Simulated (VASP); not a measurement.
Input of a VASP 6.6.1 run:

File INCAR:

```
SYSTEM = La
PREC = Accurate
ENCUT = 520
EDIFF = 1E-6
ISMEAR = -1
SIGMA = 0.1
LREAL = .False.
LASPH = .True.
NELM = 80
ALGO = Normal
ISIF = 2
LWAVE = .False.
LCHARG = .False.
GGA = CA
NBANDS = 18
```

KPOINTS

```
Automatic mesh
0
Gamma
  11 11 6
  0 0 0
```

File POSCAR:

```
La
1.0
    3.5793668854      0.0000000000      0.0000000000
   -1.7896834427      3.0998226522      0.0000000000
    0.0000000000      0.0000000000      5.9142931578
La
2
Direct
    0.3333333333      0.6666666667      0.2500000000
    0.6666666667      0.3333333333      0.7500000000
```

Potentials or basis: VASP PAW LDA potentials, release 64 (La).

Launch:

```sh
$ cat potpaw_LDA.64/La/POTCAR > POTCAR
$ mpirun -np 1 vasp_std > vasp.out
```

**Question.** Predict the pressure.

**Answer.** -0.2 GPa.

**Question.** Predict the band gap on the k mesh.

**Answer.** Zero (band 11 reaches 9.88 eV, above the bottom of band 12 at 8.31 eV).

Stress tensor (GPa, compression positive):
```
-0.12  0.00  0.00
 0.00 -0.12  0.00
 0.00  0.00 -0.31
```

Caveat: spin-orbit coupling is left out, which moves the levels of the heavy elements.
